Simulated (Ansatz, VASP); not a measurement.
# One calculation of Si, two programs

```
CELL_PARAMETERS angstrom
0.00000 2.73497 2.73497
2.73497 0.00000 2.73497
2.73497 2.73497 0.00000
ATOMIC_POSITIONS crystal
Si 0.00000 0.00000 0.00000
Si 0.25000 0.25000 0.25000
```

Alike in both runs: task single point; functional PBE; k mesh 8 × 8 × 8; occupations gaussian, width 0.02 eV; no spin polarisation.

|  | VASP | Ansatz |
| --- | --- | --- |
| version | VASP 6.6.1 | Ansatz 0.2.0 |
| potentials or method | VASP PAW PBE potentials, release 64 (Si), cutoff 500 eV | scalar-relativistic, plane waves, PAW |
| valence electrons in the cell | 8 | 8 |

|  | VASP | Ansatz | Ansatz less VASP |
| --- | --- | --- | --- |
| gap on the k mesh at the Fermi level (eV) | 0.65 | 0.65 | -0.003 |
| least direct gap on the mesh (eV) | 2.56 | 2.55 | -0.005 |
| pressure (GPa) | -0.1 | 0.0 | +0.08 |
